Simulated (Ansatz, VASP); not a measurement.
**One calculation of Ni, two programs**

Contents of POSCAR:

```
Ni
1.0
    0.0000000000      1.7330608651      1.7330608651
    1.7330608651      0.0000000000      1.7330608651
    1.7330608651      1.7330608651      0.0000000000
Ni
1
Direct
    0.0000000000      0.0000000000      0.0000000000
```

File INCAR.step1:

```
  PREC = Accurate
  ENCUT = 520
  ISMEAR = 1
  SIGMA = 0.2
  LREAL = False
  LASPH = True
  NELM = 60
  NBANDS = 11
  GGA = PE
  ALGO = Normal
  EDIFF = 1E-4
  LWAVE = True
  LCHARG = False
```

Contents of INCAR.step2:

```
  PREC = Accurate
  ENCUT = 520
  EDIFF = 1E-6
  ISMEAR = 1
  SIGMA = 0.2
  LREAL = False
  LASPH = True
  NELM = 60
  ALGO = Normal
  ISIF = 2
  LWAVE = False
  LCHARG = False
  METAGGA = R2SCAN
  LMIXTAU = True
  NBANDS = 11
  ISTART = 1
```

Contents of KPOINTS:

```
Automatic mesh
0
Gamma
  15 15 15
```

Input for Ansatz:

```yaml
crystal:
  lattice:
    - [0.0, 1.7330608651, 1.7330608651]
    - [1.7330608651, 0.0, 1.7330608651]
    - [1.7330608651, 1.7330608651, 0.0]
  atoms:
    - { symbol: Ni, position: [0.0, 0.0, 0.0] }
hamiltonian:
  xc: r2scan
  pseudopotentials:
    kind: paw
    azcp:
      Ni: "pseudopotentials/Ni.paw.azcp"
basis:
  ecutwfc: 500
  fft_grid_basis: typed
kpoints:
  mp_grid: { grid: [15, 15, 15], shift: [0, 0, 0] }
magnetization:
  spin_polarized: false
scf:
  occupations: { method: cold, width: 0.2 }
  lower_state_search: "off"
output:
  stress: true
```

Alike in both runs: task single point; functional r2SCAN; k mesh 15 × 15 × 15; no spin polarisation.

|  | VASP | Ansatz |
| --- | --- | --- |
| version | VASP 6.6.1 | Ansatz 0.2.0 |
| potentials or method | VASP PAW PBE potentials, release 64 (Ni), cutoff 520 eV | plane waves (500 eV) with PAW, scalar-relativistic |
| occupations | methfessel-paxton of order 1, width 0.2 eV | cold, width 0.2 eV |
| valence electrons in the cell | 10 | 18 |

Ansatz gave:

- pressure (GPa): -0.7

Q: What did VASP give for the same quantities?

A: Pressure (GPa): 0.0.

VASP's potentials were made for PBE, not for r2SCAN. VASP's potentials hold 10 valence electrons a cell and Ansatz's 18, so a difference there can come from the potentials and not from the codes.
